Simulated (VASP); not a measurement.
Cd: single point with PBEsol

The system is Cd.

```
CELL_PARAMETERS angstrom
-1.78432 1.78432 1.78432
1.78432 -1.78432 1.78432
1.78432 1.78432 -1.78432
ATOMIC_POSITIONS crystal
Cd 0.00000 0.00000 0.00000
```

This isn't the form of Cd at room conditions, which is hcp.

| Item | Value |
| --- | --- |
| Program | VASP 6.6.1 |
| Task | single point |
| Functional | PBEsol |
| Potentials or basis | VASP PAW PBE potentials, release 64 (Cd) |
| Cutoff | 520 eV |
| k mesh | 10 × 10 × 10 |
| Occupations | gaussian, width 0.05 eV |
| Spin | no spin polarisation |
| Dipole correction | no |
| Further INCAR settings | ALGO = Fast; EDIFF = 1e-07; NBANDS = 12 |

```yaml
Pressure: -2.5 GPa
Band_gap_on_the_k_mesh: zero (bands 6 and 7 overlap by 4.36 eV)
```

Levels at points of the mesh, in eV from the Fermi level:
| k point | band 3 | band 4 | band 5 | band 6 | band 7 | band 8 | band 9 | band 10 |
| --- | --- | --- | --- | --- | --- | --- | --- | --- |
| (0.00, 0.00, 0.00) | -9.22 | -8.70 | -8.61 | -8.61 | 15.21 | 15.21 | 15.21 | 15.69 |
| (0.50, 0.00, 0.00) | -8.65 | -8.59 | -8.20 | -2.14 | -1.11 | 9.01 | 9.75 | 13.27 |
| (0.50, 0.50, 0.50) | -8.30 | -8.30 | -8.30 | 3.25 | 3.25 | 3.25 | 5.32 | 7.78 |

Wall time 10 s on 1 thread of Intel(R) Xeon(R) Platinum 8259CL CPU @ 2.50GHz (Skylake/Cascade Lake), with other jobs on the host, peak memory 0.14 GiB.

Caveat: the PAW data sets were made with another functional, which shifts forces and pressure a little.
